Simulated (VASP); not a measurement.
Input of a VASP 6.6.1 run:

Contents of INCAR:

```
  PREC = Accurate
  ENCUT = 820
  EDIFF = 1E-6
  ISMEAR = -1
  SIGMA = 0.02
  LREAL = False
  LASPH = True
  NELM = 120
  ALGO = Normal
  ISIF = 2
  LWAVE = False
  LCHARG = True
  GGA = PE
  LELF = True
  LVHAR = True
  NBANDS = 34
  GGA_COMPAT = False
```

Contents of KPOINTS:

```
Automatic mesh
0
Gamma
  9 9 4
```

POSCAR

```
CuF
1.0
    3.5708257896      0.0000000000      0.0000000000
   -1.7854128948      3.0924258462      0.0000000000
    0.0000000000      0.0000000000      5.5699291483
Cu F
2 2
Direct
    0.3333333333      0.6666666667      0.2500000000
    0.6666666667      0.3333333333      0.7500000000
    0.6666666667      0.3333333333      0.2500000000
    0.3333333333      0.6666666667      0.7500000000
```

Potentials or basis: VASP PAW PBE potentials, release 64 (Cu_sv_GW, F).

Run with:

```sh
$ cat potpaw_PBE.64/Cu_sv_GW/POTCAR potpaw_PBE.64/F/POTCAR > POTCAR
$ mpirun -np 1 vasp_std > vasp.out
```

**Question.** Estimate the pressure.

**Answer.** -2.2 GPa.

**Question.** Estimate the band gap on the k mesh.

**Answer.** Zero (bands 26 and 27 overlap by 0.05 eV).

Stress tensor (GPa, compression positive):
```
-2.59  0.00  0.00
 0.00 -2.59  0.00
 0.00  0.00 -1.31
```

Caveat: semilocal functionals underestimate gaps, and a narrow one can read as zero. With open d or f shells a metallic result of PBE can be an artefact of self-interaction; +U or a hybrid may open a gap.
